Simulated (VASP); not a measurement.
Runs of VASP 6.6.1 on Os. The structure is that of space group P6_3/mmc (No. 194), or close to it. The cells are those of the table. 

```tsv
task	cell	cutoff (eV)	gap on the mesh (eV)	pressure (GPa)
single point	a = 2.756, b = 2.756, c = 4.351 Å, angles 90.0, 90.0, 120.0°, 2 atoms	520	none	-11.8
relaxation of shape and atoms at fixed volume	relaxed from a = 2.640, b = 2.640, c = 4.188 Å, angles 90.0, 90.0, 120.0°, 2 atoms	600	none	53.4
single point	a = 2.698, b = 2.698, c = 4.274 Å, angles 90.0, 90.0, 120.0°, 2 atoms	520	none	(a)
single point	a = 2.727, b = 2.727, c = 4.313 Å, angles 90.0, 90.0, 120.0°, 2 atoms	520	none	0.5
single point	a = 2.639, b = 2.639, c = 4.192 Å, angles 90.0, 90.0, 120.0°, 2 atoms	520	none	53.3
```

Alike in all rows: level PBEsol; potentials or basis VASP PAW PBE potentials, release 64 (Os); no spin polarisation; k mesh 18 × 18 × 10; smearing gaussian 0.1 eV.

**Question.** Estimate the missing entries.

**Answer.** (a) 15.0.

Caveats: the PAW data sets were made with another functional, which shifts forces and pressure a little; spin-orbit coupling is left out, which moves the levels of the heavy elements; the cell stands under pressure (at least some runs); the cell stands under tension (at least some runs).

A k mesh can miss the band edges, and the runs leave out spin-orbit coupling on Os.

A gap of «none» marks levels without a gap at the run's occupations.
